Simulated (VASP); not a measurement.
Here is a VASP 6.6.1 calculation.

Contents of INCAR:

```
SYSTEM = Ga2ReF
PREC = Accurate ; ENCUT = 520
EDIFF = 1E-6 ; ISMEAR = 0
SIGMA = 0.1 ; LREAL = .False.
LASPH = .True. ; NELM = 150
ALGO = Normal ; ISIF = 2
LWAVE = .False. ; LCHARG = .False.
ISPIN = 2 ; MAGMOM = 0 0 1 0
LORBIT = 11 ; LMAXMIX = 4
GGA = PE ; NBANDS = 32
```

File KPOINTS:

```
Automatic mesh
0
Gamma
  4 4 4
  0 0 0
```

POSCAR

```
Ga2ReF
1.0
    4.0217395500      0.0000000000      0.0000000000
    0.0000000000      4.0217395500      0.0000000000
    0.0000000000      0.0000000000      3.8017840300
Ga Re F
2 1 1
Direct
    0.0000000000      0.5000000000      0.5000000000
    0.5000000000      0.0000000000      0.5000000000
    0.5000000000      0.5000000000      0.0000000000
    0.0000000000      0.0000000000      0.0000000000
```

Potentials or basis: VASP PAW PBE potentials, release 64 (Ga_d, Re, F).

Command:

```console
$ cat potpaw_PBE.64/Ga_d/POTCAR potpaw_PBE.64/Re/POTCAR potpaw_PBE.64/F/POTCAR > POTCAR
$ mpirun -np 1 vasp_std > vasp.out
```

(1) What does it give for the net moment?

(2) Predict the band gap on the k mesh.

(3) What does it give for the site moments?

Answers

(1) 2.00 μB per cell.

(2) zero (filled and empty bands overlap).

(3) Ga -0.02; Re +1.78; F +0.12 μB.

Caveat: the k points lie up to 0.41 Å⁻¹ apart; spin-orbit coupling is left out, which moves the levels of the heavy elements.
